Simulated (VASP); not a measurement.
# Ir: single point with PBE

Crystal: Ir.

```
CELL_PARAMETERS angstrom
0.00000 2.11599 1.72220
2.11599 0.00000 1.72220
2.11599 2.11599 0.00000
ATOMIC_POSITIONS crystal
Ir 0.00000 0.00000 0.00000
```

| Item | Value |
| --- | --- |
| Program | VASP 6.6.1 |
| Task | single point |
| Functional | PBE |
| Potentials or basis | VASP PAW PBE potentials, release 64 (Ir) |
| Cutoff | 520 eV |
| k mesh | 22 × 22 × 22 |
| Occupations | gaussian, width 0.15 eV |
| Spin | no spin polarisation |
| Dipole correction | no |
| Further INCAR settings | ALGO = Normal; EDIFF = 1e-07; NBANDS = 10 |

| Property | Result |
| --- | --- |
| Pressure | -11.6 GPa |
| Band gap on the k mesh | zero (an odd number of electrons rules out a gap without spin polarisation) |

Stress tensor (GPa, compression positive):
```
-25.06   0.00   0.00
  0.00 -25.06   0.00
  0.00   0.00  15.22
```

Levels at points of the mesh, in eV from the Fermi level:
| k point | band 1 | band 2 | band 3 | band 4 | band 5 | band 6 | band 7 | band 8 |
| --- | --- | --- | --- | --- | --- | --- | --- | --- |
| (0.00, 0.00, 0.00) | -10.08 | -3.62 | -3.62 | -2.47 | -1.67 | -0.05 | 15.34 | 17.88 |
| (0.50, 0.00, 0.00) | -7.05 | -4.49 | -1.82 | -0.27 | 0.13 | 1.61 | 6.87 | 13.51 |
| (0.50, 0.50, 0.00) | -6.58 | -6.48 | 0.94 | 1.43 | 1.43 | 4.99 | 9.11 | 9.11 |
| (0.50, 0.00, 0.50) | -6.91 | -5.83 | 0.29 | 0.32 | 0.64 | 2.02 | 8.06 | 12.09 |

Run time: 2.4 min on 1 thread of Intel Xeon 8259CL (shared host), peak memory 0.25 GiB.

Caveat: the stress differs along the axes, from -25 to 15 GPa; spin-orbit coupling is left out, which moves the levels of the heavy elements.
